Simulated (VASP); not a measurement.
# Ge2Sb (P-3m1) in VASP: further runs

Runs on Ge2Sb. Level: PBE. Tasks: single point, relaxation of cell and atoms.

Program: VASP 6.6.1. These are calculated values, not measurements. Logs are shortened: lines on timing, memory, paths and dates and some standing lists are left out, and cuts for length are marked.

**1. The cell of the first run**

It takes space group P-3m1 (No. 164, trigonal). Conventional cell: a = 4.032 Å, b = 4.032 Å, c = 4.910 Å, α = 90.00°, β = 90.00°, γ = 120.00°. Within 3.6 Å of Ge (site symmetry 3m) lie 3 Ge at 2.73 Å and 3 Sb at 2.91 Å. Sb (site symmetry -3m) has 12 Ge at 2.91 to 3.93 Å and 6 Sb at 4.03 Å within 4.1 Å.

The cell was generated, and may not be a known phase.

**2. Single point, PBE**

Input file INCAR:

```
SYSTEM = Ge2Sb
PREC = Accurate
ENCUT = 520
EDIFF = 1E-6
ISMEAR = 0
SIGMA = 0.1
LREAL = .FALSE.
LASPH = .TRUE.
NELM = 100
ALGO = Normal
ISIF = 2
LWAVE = .FALSE.
LCHARG = .FALSE.
GGA = PE
NBANDS = 24
```

Input file KPOINTS:

```
regular mesh
0
G
  12 12 10
  0 0 0
```

Input file POSCAR:

```
Ge2Sb
1.0
    4.0324137455      0.0000000000      0.0000000000
   -2.0162068728      3.4921727422      0.0000000000
    0.0000000000      0.0000000000      4.9099774675
Ge Sb
2 1
Direct
    0.6666666667      0.3333333333      0.6450400165
    0.3333333333      0.6666666667      0.3549599835
    0.0000000000      0.0000000000      0.0000000000
```

Potentials or basis: VASP PAW PBE potentials, release 64 (Ge_d, Sb).

Started as:

```bash
cat potpaw_PBE.64/Ge_d/POTCAR potpaw_PBE.64/Sb/POTCAR > POTCAR
mpirun -np 1 vasp_std > vasp.out
```

OUTCAR:

```text
SYSTEM = Ge2Sb
   PREC = Accurate
   ENCUT = 520
   EDIFF = 1E-6
   ISMEAR = 0
   LREAL = .FALSE.
   LASPH = .TRUE.
   NELM = 100
   ISIF = 2
   GGA = PE

 ion  position               nearest neighbor table
   1  0.667  0.333  0.645-   2 2.73   2 2.73   2 2.73   3 2.91   3 2.91   3 2.91
   2  0.333  0.667  0.355-   1 2.73   1 2.73   1 2.73   3 2.91   3 2.91   3 2.91
   3  0.000  0.000  0.000-   1 2.91   2 2.91   1 2.91   2 2.91   1 2.91   2 2.91

  LATTYP: Found a hexagonal cell.
 ALAT       =     4.0324137455
 C/A-ratio  =     1.2176274007

  Lattice vectors:

 A1 = (   4.0324137455,   0.0000000000,   0.0000000000)
 A2 = (  -2.0162068728,   3.4921727422,   0.0000000000)
 A3 = (   0.0000000000,   0.0000000000,   4.9099774675)

Analysis of symmetry for initial positions (statically):
=====================================================================
 Subroutine PRICEL returns:
 Original cell was already a primitive cell.

 Routine SETGRP: Setting up the symmetry group for a
 hexagonal supercell.

 Subroutine GETGRP returns: Found 12 space group operations
 (whereof 12 operations were pure point group operations)
 out of a pool of 24 trial point group operations.

The static configuration has the point symmetry D_3d.

Analysis of symmetry for dynamics (positions and initial velocities):
=====================================================================
 Subroutine PRICEL returns:
 Original cell was already a primitive cell.

 Routine SETGRP: Setting up the symmetry group for a
 hexagonal supercell.

 Subroutine GETGRP returns: Found 12 space group operations
 (whereof 12 operations were pure point group operations)
 out of a pool of 24 trial point group operations.

The dynamic configuration has the point symmetry D_3d.

 Subroutine INISYM returns: Found 12 space group operations
 (whereof 12 operations are pure point group operations),
 and found     1 'primitive' translations

----------------------------------------------------------------------------------------

                                     Primitive cell

  volume of cell :      69.1417

  direct lattice vectors                    reciprocal lattice vectors
     4.032413746  0.000000000  0.000000000     0.247990425  0.143177339  0.000000000
    -2.016206873  3.492172742  0.000000000     0.000000000  0.286354678  0.000000000
     0.000000000  0.000000000  4.909977468     0.000000000  0.000000000  0.203666922

  length of vectors
     4.032413746  4.032413746  4.909977468     0.286354678  0.286354678  0.203666922

[... 77 lines left out ...]
   LNONCOLLINEAR =      F non collinear calculations
   LSORBIT =      F    spin-orbit coupling
   LASPH  =      T    aspherical Exc in radial PAW
   ENCUT  =  520.0 eV  38.22 Ry    6.18 a.u.   7.50  7.50  9.13*2*pi/ulx,y,z
   NELM   =    100;   NELMIN=  2; NELMDL= -5     # of ELM steps
   EDIFF  = 0.1E-05   stopping-criterion for ELM
   LREAL  =      F    real-space projection
   EDIFFG = 0.1E-04   stopping-criterion for IOM
   NSW    =      0    number of steps for IOM
   IBRION =     -1    ionic relax: 0-MD 1-quasi-New 2-CG
   NFREE  =      0    steps in history (QN), initial steepest desc. (CG)
   ISIF   =      2    stress and relaxation
   ISYM   =      2    0-nonsym 1-usesym 2-fastsym
   POTIM  = 0.5000    time-step for ionic-motion
   TEBEG  =    0.0;   TEEND  =   0.0 temperature during run
   PSTRESS=    0.0 pullay stress
   NELECT =      33.0000    total number of electrons
   NUPDOWN=      -1.0000    fix difference up-down
   EMIN   =  10.00;   EMAX   =-10.00  energy-range for DOS
   EFERMI =   0.00;   METHOD = LEGACY
   ISMEAR =     0;   SIGMA  =   0.10  broadening in eV -4-tet -1-fermi 0-gaus
   EFERMI_NEDOS =   21; number of points for ismear=-14 and -15
   IALGO  =     38    algorithm
   IMIX   =      4    mixing-type and parameters
     AMIX     =   0.40;   BMIX     =  1.00
     AMIX_MAG =   1.60;   BMIX_MAG =  1.00
  volume/ion in A,a.u.               =      23.05       155.53
  Fermi-wavevector in a.u.,A,eV,Ry     =   1.279379  2.417677 22.270177  1.636812
  Thomas-Fermi vector in A             =   2.411868
   LORBIT       =      0    0 simple, 1 ext, 2 COOP (PROOUT), +10 PAW based schemes
   GGA     = PE    functional components
   LHFCALC =     F    Hartree Fock is set to
   AEXX    =    0.0000 exact exchange contribution
   IVDW    =     0    specifies the selected vdW correction
   LEPSILON=     F    determine dielectric tensor
   LRPA    =     F    only Hartree local field effects (RPA)
 non-spin polarized calculation
 Gauss-broadening in eV      SIGMA  =   0.10
  energy-cutoff  :      520.00
  volume of cell :       69.14
 maximum number of plane-waves:      1884
 NGX is ok and might be reduce to    30

 number of electron      32.9999999 magnetization

 Free energy of the ion-electron system (eV)
  ---------------------------------------------------
  ext. energy  EPLUGINS =         0.00000000
  ---------------------------------------------------
  free energy    TOTEN  =       -12.63128437 eV

  energy without entropy =      -12.62465217  energy(sigma->0) =      -12.62796827

 E-fermi :   6.4829     XC(G=0): -10.4154

 val. band max:        6.4750118258   @ k =   0.0000   0.0833   0.3000
 cond. band min:       6.4840511774   @ k =   0.1667   0.1667   0.0000
 fundamental gap:      0.0090393516
 Fermi energy:         6.4829304143

 k-point     1 :       0.0000    0.0000    0.0000
  band No.  band energies     occupation
      1     -18.1112      2.00000
      2     -18.1112      2.00000
      3     -18.0562      2.00000
      4     -18.0562      2.00000
      5     -18.0554      2.00000
      6     -18.0007      2.00000
[... 637 lines left out ...]
     23      12.7134      0.00000
     24      13.1118      0.00000

 [... further k-points ...]
[... 5 lines left out ...]
  --------------------------------------------------------------------------------------
  -------------------------------------------------------------------------------------
  Total       -0.0544636     -0.0544636     -0.0169387      0.0000000     -0.0000000     -0.0000000
  in kB       -1.2620490     -1.2620490     -0.3925099      0.0000000     -0.0000000     -0.0000000
  external PRESSURE =      -0.9722027 kB  Pullay stress =       0.0000000 kB

 VOLUME and BASIS-vectors are now :
 -----------------------------------------------------------------------------
  energy-cutoff  :      520.00
  volume of cell :       69.14
      direct lattice vectors                 reciprocal lattice vectors
     4.032413746  0.000000000  0.000000000     0.247990425  0.143177339  0.000000000
    -2.016206873  3.492172742  0.000000000     0.000000000  0.286354678  0.000000000
     0.000000000  0.000000000  4.909977468     0.000000000  0.000000000  0.203666922

 POSITION                                       TOTAL-FORCE (eV/Angst)
 -----------------------------------------------------------------------------------
      2.01621      1.16406      3.16713        -0.000000      0.000000      0.000471
     -0.00000      2.32812      1.74285         0.000000      0.000000     -0.000471
      0.00000      0.00000      0.00000        -0.000000      0.000000      0.000000
 -----------------------------------------------------------------------------------
    total drift:                                0.000000     -0.000000     -0.000000

  FREE ENERGIE OF THE ION-ELECTRON SYSTEM (eV)
  ---------------------------------------------------
  free  energy   TOTEN  =       -12.6312843677 eV

  energy  without entropy=      -12.6246521677  energy(sigma->0) =      -12.62796827
```

stdout:

```text
POSCAR found type information on POSCAR GeSb
 POSCAR found :  2 types and       3 ions
 scaLAPACK will be used
 LDA part: xc-table for (Slater+PW92), standard interpolation
 POSCAR, INCAR and KPOINTS ok, starting setup
 FFT: planning ... GRIDC
 FFT: planning ... GRID_SOFT
 FFT: planning ... GRID
 WAVECAR not read
 entering main loop
```

It took 3.2 min on 1 thread of AMD EPYC 7R13 (Zen 3), shared host; peak memory 0.33 GiB.

What came out:

```
Free energy            : -12.6313 eV
Pressure               : -0.1 GPa
Band gap on the k mesh : zero (an odd number of electrons rules out a gap without spin polarisation)
```

Stress tensor (GPa, compression positive):
```
-0.13  0.00  0.00
 0.00 -0.13  0.00
 0.00  0.00 -0.04
```

Levels at points of the mesh, in eV from the Fermi level:
```tsv
k point	band 14	band 15	band 16	band 17	band 18	band 19
(0.00, 0.00, 0.00)	-0.22	-0.22	-0.04	-0.04	0.92	1.74
(0.50, 0.00, 0.00)	-2.91	-2.84	-2.27	-2.10	2.70	2.80
(0.00, 0.00, 0.50)	-0.40	-0.40	-0.32	1.64	1.64	2.29
(0.50, 0.00, 0.50)	-5.54	-1.30	-1.29	-0.87	-0.29	4.50
```

Caveat: spin-orbit coupling is left out, which moves the levels of the heavy elements.

**3. Relaxation of cell and atoms, PBE**

This run uses another cell than the first one, of 22.99 Å³/atom.

Input file INCAR:

```
ALGO = Normal
EDIFF = 1E-7
EDIFFG = -0.01
ENCUT = 600
GGA = PE
IBRION = 2
ISIF = 3
ISMEAR = 0
LASPH = T
LCHARG = F
LREAL = F
LWAVE = F
NELM = 100
NSW = 100
PREC = Accurate
SIGMA = 0.1
```

Input file KPOINTS:

```
k-points
0
Gamma
  12 12 10
```

Input file POSCAR:

```
Ge2Sb
1.0
    3.9715322929      0.0000000000      0.0000000000
   -1.9857661465      3.4394478576      0.0000000000
    0.0000000000      0.0000000000      5.0493298781
Ge Sb
2 1
Direct
    0.6666666667      0.3333333333      0.6441090177
    0.3333333333      0.6666666667      0.3558909823
    0.0000000000      0.0000000000      0.0000000000
```

Potentials or basis: VASP PAW PBE potentials, release 64 (Ge_d, Sb).

Started as:

```bash
cat potpaw_PBE.64/Ge_d/POTCAR potpaw_PBE.64/Sb/POTCAR > POTCAR
mpirun -np 1 vasp_std > vasp.out
```

Run time: 14 min. Hardware: 1 thread of AMD EPYC 7R13 (Zen 3), shared host; peak memory 0.37 GiB.

It converged, with:

- Free energy: -12.6315 eV
- Relaxed volume: 23.04 Å³/atom
- Relaxed cell: a = 4.030 Å, b = 4.030 Å, c = 4.916 Å, α = 90.00°, β = 90.00°, γ = 120.00°
- Space group after relaxing (to 0.1 Å): P-3m1 (No. 164)
- Energy gained by relaxing: 3.0 meV/atom
- Ionic steps: 6
- Pressure after relaxing: 0.0 GPa
- Largest force after relaxing: 0.009 eV/Å
- Band gap on the k mesh: zero (an odd number of electrons rules out a gap without spin polarisation)

Forces in eV/Å, atoms in the order of the input:
```
Ge   0.000  0.000  0.009
Ge   0.000  0.000 -0.009
Sb   0.000  0.000  0.000
```

Step by step:
```tsv
step	energy change (eV)	largest force (eV/Å)	pressure (GPa)	volume (Å³)
1	0.0000	0.0131	0.02	68.97
2	-0.0037	0.0129	0.05	69.00
3	-0.0089	0.0092	0.06	69.04
4	-0.0089	0.0081	0.09	69.04
5	-0.0089	0.0082	-0.09	69.25
6	-0.0090	0.0085	-0.01	69.13
```

Final structure:
```
CELL_PARAMETERS angstrom
4.02965 0.00000 0.00000
-2.01482 3.48977 0.00000
0.00000 0.00000 4.91562
ATOMIC_POSITIONS crystal
Ge 0.66667 0.33333 0.64468
Ge 0.33333 0.66667 0.35532
Sb 0.00000 0.00000 0.00000
```

Levels at points of the mesh, in eV from the Fermi level:
```csv
k point,band 13,band 14,band 15,band 16,band 17,band 18,band 19,band 20
"(0.00, 0.00, 0.00)",-6.57,-0.20,-0.20,-0.03,-0.03,0.93,1.76,5.37
"(0.50, 0.00, 0.00)",-5.88,-2.90,-2.85,-2.27,-2.11,2.70,2.79,3.64
"(0.00, 0.00, 0.50)",-2.00,-0.39,-0.39,-0.33,1.64,1.64,2.30,2.30
"(0.50, 0.00, 0.50)",-8.02,-5.54,-1.31,-1.28,-0.87,-0.28,4.48,5.44
```

Caveat: spin-orbit coupling is left out, which moves the levels of the heavy elements.

**4. Single point, PBE**

This run uses another cell than the first one: it holds 6 atoms, not 3.

Input file INCAR:

```
PREC = Accurate
ENCUT = 520
EDIFF = 1E-7
ISMEAR = 0
SIGMA = 0.2
LREAL = F
LASPH = T
NELM = 100
ALGO = Normal
ISIF = 2
LWAVE = F
LCHARG = T
GGA = PE
LELF = T
LVHAR = T
NBANDS = 42
```

Input file KPOINTS:

```
Automatic mesh
0
Gamma
  6 4 4
```

Input file POSCAR:

```
Ge2Sb
1.0
   -4.0324137455      0.0000000000      0.0000000000
    0.0000000000      0.0000000000     -4.9099774675
    0.0000000001     -6.9843454844      0.0000000000
Ge Sb
4 2
Direct
    0.5000000000      0.3549599835      0.8333333333
    0.0000000000      0.3549599835      0.3333333333
    0.0000000000      0.6450400165      0.6666666667
    0.5000000000      0.6450400165      0.1666666667
    0.0000000000      0.0000000000      1.0000000000
    0.5000000000      0.0000000000      0.5000000000
```

Started as:

```bash
cat potpaw_PBE.64/Ge_d/POTCAR potpaw_PBE.64/Sb/POTCAR > POTCAR
mpirun -np 1 vasp_std > vasp.out
```

It took 3.7 min on 1 thread of AMD EPYC 7R13 (Zen 3), shared host; peak memory 0.32 GiB.

Results (log left out):

| Property | Result |
| --- | --- |
| Free energy | -25.3063 eV |
| Pressure | -0.1 GPa |
| Largest force | 0.010 eV/Å |
| Band gap on the k mesh | zero (bands 33 and 34 overlap by 4.32 eV) |

Forces in eV/Å, atoms in the order of the input:
```
Ge   0.000 -0.006  0.008
Ge   0.000 -0.006  0.008
Ge   0.000  0.006 -0.008
Ge   0.000  0.006 -0.008
Sb   0.000  0.000  0.000
Sb   0.000  0.000  0.000
```

Stress tensor (GPa, compression positive):
```
-0.66  0.00  0.00
 0.00  0.01  0.83
 0.00  0.83  0.35
```

Levels at points of the mesh, in eV from the Fermi level:
| k point | band 30 | band 31 | band 32 | band 33 | band 34 | band 35 | band 36 | band 37 |
| --- | --- | --- | --- | --- | --- | --- | --- | --- |
| (0.00, 0.00, 0.00) | -2.04 | -0.17 | -0.16 | 0.01 | 0.01 | 0.97 | 1.80 | 2.75 |
| (0.50, 0.00, 0.00) | -2.91 | -0.53 | -0.53 | -0.42 | -0.42 | -0.25 | -0.25 | 0.44 |
| (0.00, 0.50, 0.00) | -0.82 | -0.35 | -0.34 | -0.26 | -0.24 | 1.69 | 1.69 | 2.34 |
| (0.50, 0.50, 0.00) | -4.17 | -3.44 | -3.44 | 2.27 | 2.27 | 3.61 | 3.61 | 3.68 |
| (0.00, 0.00, 0.50) | -2.12 | -1.66 | -1.66 | 1.61 | 1.61 | 2.20 | 2.20 | 3.55 |
| (0.50, 0.00, 0.50) | -2.79 | -2.22 | -2.22 | -2.05 | -2.05 | 2.75 | 2.75 | 2.85 |
| (0.00, 0.50, 0.50) | -0.92 | -0.52 | -0.52 | -0.32 | -0.32 | 0.45 | 0.45 | 2.11 |
| (0.50, 0.50, 0.50) | -1.25 | -1.24 | -1.24 | -0.82 | -0.82 | -0.23 | -0.23 | 4.55 |

Caveat: spin-orbit coupling is left out, which moves the levels of the heavy elements.

**5. Summary**

| task | cell | k mesh | cutoff (eV) | smearing | gap on the mesh (eV) | pressure (GPa) | largest force (eV/Å) |
| --- | --- | --- | --- | --- | --- | --- | --- |
| single point | a = 4.032, b = 4.032, c = 4.910 Å, angles 90.0, 90.0, 120.0°, 3 atoms, atomic positions A | 12 × 12 × 10 | 520 | gaussian 0.1 eV | none | -0.1 | - |
| relaxation of cell and atoms | relaxed from a = 3.972, b = 3.972, c = 5.049 Å, angles 90.0, 90.0, 120.0°, 3 atoms, atomic positions B | 12 × 12 × 10 | 600 | gaussian 0.1 eV | none | 0.0 | 0.01 |
| single point | a = 4.032, b = 4.910, c = 6.984 Å, 6 atoms, atomic positions C | 6 × 4 × 4 | 520 | gaussian 0.2 eV | none | -0.1 | 0.01 |

Alike in all rows: level PBE; potentials or basis VASP PAW PBE potentials, release 64 (Ge_d, Sb); no spin polarisation.

Caveats: spin-orbit coupling is left out, which moves the levels of the heavy elements.

Absolute energies hang on the potentials; compare differences alone.

The gap in the log of VASP goes by the Fermi energy; the results here count the filled bands.